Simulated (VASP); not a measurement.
# Rb2LiOsO6 (Fm-3m) in VASP: single point with PBE

Aim: the single point of Rb2LiOsO6 with PBE.

All numbers are computed with VASP 6.6.1; they aren't measurements. Logs are shortened: lines on timing, memory, paths and dates and some standing lists are left out, and cuts for length are marked.

## Step 1: The cell of the first run

Symmetry: Fm-3m, No. 225, cubic system. The conventional cell has a = 8.399 Å, b = 8.399 Å, c = 8.399 Å, α = 90.00°, β = 90.00°, γ = 90.00°. Within 3.0 Å of Li (site symmetry m-3m) lie 6 O at 2.24 Å. Rb (site symmetry -43m) has 12 O at 2.97 Å and 4 Li at 3.64 Å and 4 Os at 3.64 Å within 3.9 Å. Within 2.6 Å of Os (site symmetry m-3m) lie 6 O at 1.96 Å. Within 2.6 Å of O (site symmetry 4mm) lie 1 Os at 1.96 Å and 1 Li at 2.24 Å.

## Step 2: Single point, PBE

Input file INCAR:

```
PREC = Accurate
ENCUT = 880
EDIFF = 1E-6
ISMEAR = -1
SIGMA = 0.1
LREAL = False
LASPH = True
NELM = 120
ALGO = Normal
ISIF = 2
LWAVE = False
LCHARG = True
GGA = PE
LELF = True
LVHAR = True
NBANDS = 48
GGA_COMPAT = False
```

Input file KPOINTS:

```
regular mesh
0
Gamma
  4 4 4
```

Input file POSCAR:

```
Rb2LiOsO6
1.0
    0.0000000000      4.1996570000      4.1996570000
    4.1996570000      0.0000000000      4.1996570000
    4.1996570000      4.1996570000      0.0000000000
Li Rb Os O
1 2 1 6
Direct
    0.5000000000      0.5000000000      0.5000000000
    0.2500000000      0.2500000000      0.2500000000
    0.7500000000      0.7500000000      0.7500000000
    0.0000000000      0.0000000000      0.0000000000
    0.7670000000      0.2330000000      0.2330000000
    0.2330000000      0.7670000000      0.2330000000
    0.2330000000      0.7670000000      0.7670000000
    0.7670000000      0.2330000000      0.7670000000
    0.2330000000      0.2330000000      0.7670000000
    0.7670000000      0.7670000000      0.2330000000
```

Potentials or basis: VASP PAW PBE potentials, release 64 (Li_sv, Rb_sv, Os_sv_GW, O).

On the command line:

```bash
$ cat potpaw_PBE.64/Li_sv/POTCAR potpaw_PBE.64/Rb_sv/POTCAR potpaw_PBE.64/Os_sv_GW/POTCAR potpaw_PBE.64/O/POTCAR > POTCAR
$ mpirun -np 1 vasp_std > vasp.out
```

OUTCAR:

```text
PREC = Accurate
   ENCUT = 880
   EDIFF = 1E-6
   ISMEAR = -1
   LREAL = False
   LASPH = True
   NELM = 120
   ISIF = 2
   GGA = PE

 ion  position               nearest neighbor table
   1  0.500  0.500  0.500-   5 2.24   6 2.24   7 2.24   8 2.24   9 2.24  10 2.24   2 3.64   2 3.64
                             2 3.64   3 3.64   2 3.64   3 3.64   3 3.64   3 3.64
   2  0.250  0.250  0.250-  10 2.97  10 2.97   9 2.97   9 2.97   7 2.97   8 2.97   7 2.97   8 2.97
                             5 2.97   5 2.97   6 2.97   6 2.97   1 3.64   4 3.64   4 3.64   4 3.64
   3  0.750  0.750  0.750-  10 2.97  10 2.97   9 2.97   9 2.97   6 2.97   8 2.97   5 2.97   8 2.97
                             7 2.97   6 2.97   7 2.97   5 2.97   4 3.64   1 3.64   1 3.64   4 3.64
   4  0.000  0.000  0.000-   5 1.96   6 1.96   7 1.96   8 1.96   9 1.96  10 1.96   3 3.64   3 3.64
                             2 3.64   3 3.64   3 3.64   2 3.64   2 3.64   2 3.64
   5  0.767  0.233  0.233-   4 1.96   1 2.24   3 2.97   2 2.97   3 2.97   2 2.97
   6  0.233  0.767  0.233-   4 1.96   1 2.24   3 2.97   2 2.97   3 2.97   2 2.97
   7  0.233  0.767  0.767-   4 1.96   1 2.24   3 2.97   3 2.97   2 2.97   2 2.97
   8  0.767  0.233  0.767-   4 1.96   1 2.24   3 2.97   3 2.97   2 2.97   2 2.97
   9  0.233  0.233  0.767-   4 1.96   1 2.24   3 2.97   2 2.97   3 2.97   2 2.97
  10  0.767  0.767  0.233-   4 1.96   1 2.24   3 2.97   3 2.97   2 2.97   2 2.97

  LATTYP: Found a face centered cubic cell.
 ALAT       =     8.3993140000

  Lattice vectors:

 A1 = (   0.0000000000,   4.1996570000,   4.1996570000)
 A2 = (   4.1996570000,   0.0000000000,   4.1996570000)
 A3 = (   4.1996570000,   4.1996570000,   0.0000000000)

Analysis of symmetry for initial positions (statically):
=====================================================================
 Subroutine PRICEL returns:
 Original cell was already a primitive cell.

 Routine SETGRP: Setting up the symmetry group for a
 face centered cubic supercell.

 Subroutine GETGRP returns: Found 48 space group operations
 (whereof 48 operations were pure point group operations)
 out of a pool of 48 trial point group operations.

The static configuration has the point symmetry O_h .

Analysis of symmetry for dynamics (positions and initial velocities):
=====================================================================
 Subroutine PRICEL returns:
 Original cell was already a primitive cell.

 Routine SETGRP: Setting up the symmetry group for a
 face centered cubic supercell.

 Subroutine GETGRP returns: Found 48 space group operations
 (whereof 48 operations were pure point group operations)
 out of a pool of 48 trial point group operations.

The dynamic configuration has the point symmetry O_h .

 Subroutine INISYM returns: Found 48 space group operations
 (whereof 48 operations are pure point group operations),
 and found     1 'primitive' translations

----------------------------------------------------------------------------------------

                                     Primitive cell

  volume of cell :     148.1397

  direct lattice vectors                    reciprocal lattice vectors
     0.000000000  4.199657000  4.199657000    -0.119057342  0.119057342  0.119057342
     4.199657000  0.000000000  4.199657000     0.119057342 -0.119057342  0.119057342
     4.199657000  4.199657000  0.000000000     0.119057342  0.119057342 -0.119057342

  length of vectors
     5.939211887  5.939211887  5.939211887     0.206213365  0.206213365  0.206213365

  position of ions in fractional coordinates (direct lattice)
     0.500000000  0.500000000  0.500000000
     0.250000000  0.250000000  0.250000000
     0.750000000  0.750000000  0.750000000
     0.000000000  0.000000000  0.000000000
     0.767000000  0.233000000  0.233000000
     0.233000000  0.767000000  0.233000000
     0.233000000  0.767000000  0.767000000
     0.767000000  0.233000000  0.767000000
     0.233000000  0.233000000  0.767000000
     0.767000000  0.767000000  0.233000000

  ion indices of the primitive-cell ions
   primitive index   ion index
                 1           1
                 2           2
                 3           3
                 4           4
                 5           5
                 6           6
                 7           7
                 8           8
                 9           9
                10          10

----------------------------------------------------------------------------------------

 KPOINTS: regular mesh

Automatic generation of k-mesh.
 Grid dimensions read from file:
 generate k-points for:    4    4    4

 Generating k-lattice:

  Cartesian coordinates                     Fractional coordinates (reciprocal lattice)
    -0.029764336  0.029764336  0.029764336     0.250000000  0.000000000  0.000000000
     0.029764336 -0.029764336  0.029764336     0.000000000  0.250000000  0.000000000
     0.029764336  0.029764336 -0.029764336     0.000000000  0.000000000  0.250000000

  Length of vectors
     0.051553341  0.051553341  0.051553341

  Shift w.r.t. Gamma in fractional coordinates (k-lattice)
     0.000000000  0.000000000  0.000000000

 Subroutine IBZKPT returns following result:
 ===========================================

 Found      8 irreducible k-points:

 Following reciprocal coordinates:
            Coordinates               Weight
  0.000000  0.000000  0.000000      1.000000
  0.250000  0.000000  0.000000      8.000000
  0.500000  0.000000  0.000000      4.000000
  0.250000  0.250000  0.000000      6.000000
  0.500000  0.250000  0.000000     24.000000
 -0.250000  0.250000  0.000000     12.000000
  0.500000  0.500000  0.000000      3.000000
 -0.250000  0.500000  0.250000      6.000000
   k-points           NKPTS =      8   k-points in BZ     NKDIM =      8   number of bands    NBANDS=     48
   number of dos      NEDOS =    301   number of ions     NIONS =     10
   total plane-waves  NPLWV = 216000
   dimension x,y,z NGX =    60 NGY =   60 NGZ =   60
   dimension x,y,z NGXF=   120 NGYF=  120 NGZF=  120
   ions per type =               1   2   1   6
   NGX,Y,Z   is equivalent  to a cutoff of  16.79, 16.79, 16.79 a.u.
   NGXF,Y,Z  is equivalent  to a cutoff of  33.59, 33.59, 33.59 a.u.
 SYSTEM =  unknown system
   PREC   = accura    normal or accurate (medium, high low for compatibility)
   ISTART =      0    job   : 0-new  1-cont  2-samecut
   ICHARG =      2    charge: 1-file 2-atom 10-const
   ISPIN  =      1    spin polarized calculation?
   LNONCOLLINEAR =      F non collinear calculations
   LSORBIT =      F    spin-orbit coupling
   LASPH  =      T    aspherical Exc in radial PAW
   ENCUT  =  880.0 eV  64.68 Ry    8.04 a.u.  14.37 14.37 14.37*2*pi/ulx,y,z
   NELM   =    120;   NELMIN=  2; NELMDL= -5     # of ELM steps
   EDIFF  = 0.1E-05   stopping-criterion for ELM
   LREAL  =      F    real-space projection
   EDIFFG = 0.1E-04   stopping-criterion for IOM
   NSW    =      0    number of steps for IOM
   IBRION =     -1    ionic relax: 0-MD 1-quasi-New 2-CG
   NFREE  =      0    steps in history (QN), initial steepest desc. (CG)
   ISIF   =      2    stress and relaxation
   ISYM   =      2    0-nonsym 1-usesym 2-fastsym
   POTIM  = 0.5000    time-step for ionic-motion
   TEBEG  =    0.0;   TEEND  =   0.0 temperature during run
   PSTRESS=    0.0 pullay stress
   NELECT =      73.0000    total number of electrons
   NUPDOWN=      -1.0000    fix difference up-down
   EMIN   =  10.00;   EMAX   =-10.00  energy-range for DOS
   EFERMI =   0.00;   METHOD = LEGACY
   ISMEAR =    -1;   SIGMA  =   0.10  broadening in eV -4-tet -1-fermi 0-gaus
   EFERMI_NEDOS =   21; number of points for ismear=-14 and -15
   IALGO  =     38    algorithm
   IMIX   =      4    mixing-type and parameters
     AMIX     =   0.40;   BMIX     =  1.00
     AMIX_MAG =   1.60;   BMIX_MAG =  1.00
  volume/ion in A,a.u.               =      14.81        99.97
  Fermi-wavevector in a.u.,A,eV,Ry     =   1.293080  2.443566 22.749691  1.672055
  Thomas-Fermi vector in A             =   2.424748
   LORBIT       =      0    0 simple, 1 ext, 2 COOP (PROOUT), +10 PAW based schemes
   GGA     = PE    functional components
   LHFCALC =     F    Hartree Fock is set to
   AEXX    =    0.0000 exact exchange contribution
   IVDW    =     0    specifies the selected vdW correction
   LEPSILON=     F    determine dielectric tensor
   LRPA    =     F    only Hartree local field effects (RPA)
 non-spin polarized calculation
  energy-cutoff  :      880.00
  volume of cell :      148.14
 maximum number of plane-waves:      8836
 NGX is ok and might be reduce to    60
   NGX = 29   NGY = 29   NGZ = 29

 number of electron      72.9999995 magnetization

 Free energy of the ion-electron system (eV)
  ---------------------------------------------------
  ext. energy  EPLUGINS =         0.00000000
  ---------------------------------------------------
  free energy    TOTEN  =       -58.18337990 eV

  energy without entropy =      -57.96406311  energy(sigma->0) =      -58.07372151

 E-fermi :   0.5302     XC(G=0):  -9.6994

 val. band max:        0.4996958225   @ k =   0.2500   0.0000   0.0000
 cond. band min:       0.5658472557   @ k =   0.5000   0.5000   0.0000
 fundamental gap:      0.0661514332
 Fermi energy:         0.5302222032

 k-point     1 :       0.0000    0.0000    0.0000
  band No.  band energies     occupation
      1     -87.8724      2.00000
      2     -46.9980      2.00000
      3     -46.9980      2.00000
      4     -46.9980      2.00000
      5     -42.7662      2.00000
      6     -23.1702      2.00000
[... 40 lines left out ...]
     47       9.3833      0.00000
     48       9.3833      0.00000

 k-point     2 :       0.2500    0.0000    0.0000
  band No.  band energies     occupation
      1     -87.8724      2.00000
      2     -46.9980      2.00000
      3     -46.9980      2.00000
      4     -46.9980      2.00000
      5     -42.7662      2.00000
      6     -23.1559      2.00000
[... 40 lines left out ...]
     47      10.0063      0.00000
     48      10.0063      0.00000

 k-point     3 :       0.5000    0.0000    0.0000
  band No.  band energies     occupation
      1     -87.8724      2.00000
      2     -46.9980      2.00000
      3     -46.9980      2.00000
      4     -46.9980      2.00000
      5     -42.7662      2.00000
      6     -23.1267      2.00000
[... 40 lines left out ...]
     47      10.5178      0.00000
     48      10.5178      0.00000

 k-point     4 :       0.2500    0.2500    0.0000
  band No.  band energies     occupation
      1     -87.8724      2.00000
      2     -46.9980      2.00000
      3     -46.9980      2.00000
      4     -46.9980      2.00000
      5     -42.7662      2.00000
      6     -23.1532      2.00000
[... 40 lines left out ...]
     47      10.2202      0.00000
     48      10.2202      0.00000

 k-point     5 :       0.5000    0.2500    0.0000
  band No.  band energies     occupation
      1     -87.8724      2.00000
      2     -46.9980      2.00000
      3     -46.9980      2.00000
      4     -46.9980      2.00000
      5     -42.7662      2.00000
      6     -23.1337      2.00000
[... 40 lines left out ...]
     47      10.5904      0.00000
     48      11.1139      0.00000

 k-point     6 :      -0.2500    0.2500    0.0000
  band No.  band energies     occupation
      1     -87.8724      2.00000
      2     -46.9980      2.00000
      3     -46.9980      2.00000
      4     -46.9980      2.00000
      5     -42.7662      2.00000
      6     -23.1387      2.00000
[... 40 lines left out ...]
     47      10.3650      0.00000
     48      10.7192      0.00000

 k-point     7 :       0.5000    0.5000    0.0000
  band No.  band energies     occupation
      1     -87.8724      2.00000
      2     -46.9980      2.00000
      3     -46.9980      2.00000
      4     -46.9980      2.00000
      5     -42.7662      2.00000
      6     -23.1360      2.00000
[... 40 lines left out ...]
     47      10.8980      0.00000
     48      11.4851      0.00000

 k-point     8 :      -0.2500    0.5000    0.2500
  band No.  band energies     occupation
      1     -87.8724      2.00000
      2     -46.9980      2.00000
      3     -46.9980      2.00000
      4     -46.9980      2.00000
      5     -42.7662      2.00000
      6     -23.1240      2.00000
[... 40 lines left out ...]
     47      10.6740      0.00000
     48      10.8074      0.00000

------------------------ aborting loop because EDIFF is reached ----------------------------------------

  FORCE on cell =-STRESS in cart. coord.  units (eV):
  Direction    XX          YY          ZZ          XY          YZ          ZX
  --------------------------------------------------------------------------------------
  -------------------------------------------------------------------------------------
  Total       -8.4514524     -8.4514524     -8.4514524     -0.0000000     -0.0000000      0.0000000
  in kB      -91.4051088    -91.4051088    -91.4051088     -0.0000000     -0.0000000      0.0000000
  external PRESSURE =     -91.4051088 kB  Pullay stress =       0.0000000 kB

 VOLUME and BASIS-vectors are now :
 -----------------------------------------------------------------------------
  energy-cutoff  :      880.00
  volume of cell :      148.14
      direct lattice vectors                 reciprocal lattice vectors
     0.000000000  4.199657000  4.199657000    -0.119057342  0.119057342  0.119057342
     4.199657000  0.000000000  4.199657000     0.119057342 -0.119057342  0.119057342
     4.199657000  4.199657000  0.000000000     0.119057342  0.119057342 -0.119057342

 POSITION                                       TOTAL-FORCE (eV/Angst)
 -----------------------------------------------------------------------------------
      4.19966      4.19966      4.19966        -0.000000     -0.000000      0.000000
      2.09983      2.09983      2.09983        -0.000000     -0.000000      0.000000
      6.29949      6.29949      6.29949        -0.000000      0.000000     -0.000000
      0.00000      0.00000      0.00000        -0.000000     -0.000000     -0.000000
      1.95704      4.19966      4.19966        -2.431189     -0.000000      0.000000
      4.19966      1.95704      4.19966        -0.000000     -2.431189      0.000000
      6.44227      4.19966      4.19966         2.431189     -0.000000      0.000000
      4.19966      6.44227      4.19966        -0.000000      2.431189      0.000000
      4.19966      4.19966      1.95704        -0.000000     -0.000000     -2.431189
      4.19966      4.19966      6.44227        -0.000000     -0.000000      2.431189
 -----------------------------------------------------------------------------------
    total drift:                               -0.000000     -0.000000      0.000000

  FREE ENERGIE OF THE ION-ELECTRON SYSTEM (eV)
  ---------------------------------------------------
  free  energy   TOTEN  =       -58.1833799024 eV

  energy  without entropy=      -57.9640631085  energy(sigma->0) =      -58.07372151
```

It took 1.7 min on 1 thread of Intel Xeon 6975P-C (Granite Rapids), shared host; peak memory 0.58 GiB.

Results:

```
Free energy            : -58.1834 eV
Pressure               : -9.1 GPa
Largest force          : 2.431 eV/Å
Band gap on the k mesh : zero (an odd number of electrons rules out a gap without spin polarisation)
```

Forces in eV/Å, atoms in the order of the input:
```
Li   0.000  0.000  0.000
Rb   0.000  0.000  0.000
Rb   0.000  0.000  0.000
Os   0.000  0.000  0.000
O   -2.431  0.000  0.000
O    0.000 -2.431  0.000
O    2.431  0.000  0.000
O    0.000  2.431  0.000
O    0.000  0.000 -2.431
O    0.000  0.000  2.431
```

Caveat: the cell stands under tension; spin-orbit coupling is left out, which moves the levels of the heavy elements; an odd number of electrons without spin polarisation forces a metal; a magnetic or distorted state may lie lower.

The gap in the log of VASP goes by the Fermi energy; the results here count the filled bands.